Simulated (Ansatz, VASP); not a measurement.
# Os: VASP beside Ansatz

The input INCAR:

```
SYSTEM = Os
PREC = Accurate
ENCUT = 600
EDIFF = 1E-6
ISMEAR = 0
SIGMA = 0.1
LREAL = .False.
LASPH = .True.
NELM = 100
ALGO = Normal
ISIF = 3
LWAVE = .False.
LCHARG = .False.
GGA = PE
IBRION = 2
NSW = 65
EDIFFG = -0.01
```

Contents of KPOINTS:

```
regular mesh
0
Gamma
  18 18 7
  0 0 0
```

File POSCAR:

```
Os
1.0
    2.7527795436      0.0000000000      0.0000000000
   -1.3763897718      2.3839770158      0.0000000000
    0.0000000000      0.0000000000      6.5263670938
Os
3
Direct
    0.0000000000      0.0000000000      0.0000000000
    0.3333333333      0.6666666667      0.3333333333
    0.6666666667      0.3333333333      0.6666666667
```

Input for Ansatz:

```yaml
crystal:
  lattice:
    - [2.7527795436, 0.0, 0.0]
    - [-1.3763897718, 2.3839770158, 0.0]
    - [0.0, 0.0, 6.5263670938]
  atoms:
    - { symbol: Os, position: [0.0, 0.0, 0.0] }
    - { symbol: Os, position: [0.3333333333, 0.6666666667, 0.3333333333] }
    - { symbol: Os, position: [0.6666666667, 0.3333333333, 0.6666666667] }
basis:
  ecutwfc: 420
kpoints:
  mp_grid: { grid: [18, 18, 7] }
hamiltonian:
  xc: pbe
scf:
  occupations: { method: gaussian, width: 0.1 }
output:
  forces: true
  stress: true
  eigenvalues: true
  populations: true
relax:
  adjacent_minimum: "off"
  f_tol: 0.01
  max_steps: 45
  cell: { stress_tol: 0.05 }
```

Alike in both runs: task relaxation of cell and atoms; functional PBE; k mesh 18 × 18 × 7; occupations gaussian, width 0.1 eV; no spin polarisation.

|  | VASP | Ansatz |
| --- | --- | --- |
| version | VASP 6.6.1 | Ansatz 0.2.0 |
| potentials or method | VASP PAW PBE potentials, release 64 (Os), cutoff 600 eV | scalar-relativistic, plane waves, PAW |
| valence electrons in the cell | 24 | 48 |

```tsv
	VASP	Ansatz	Ansatz less VASP
gap on the k mesh at the Fermi level, each at its own relaxed structure (eV)	none	none	-
relaxed volume (Å³/atom)	14.33	14.33	+0.002
relaxed cell length with the largest relative difference (Å)	2.726	2.726	+0.0003
```

A gap of «none» marks a metal or a gap that the smearing closes. VASP's potentials hold 24 valence electrons a cell and Ansatz's 48, so a difference there can come from the potentials and not from the codes.

Spin-orbit coupling is off throughout. Noted on VASP's run: too few bands were computed for a metal, which touches its energy and stress.
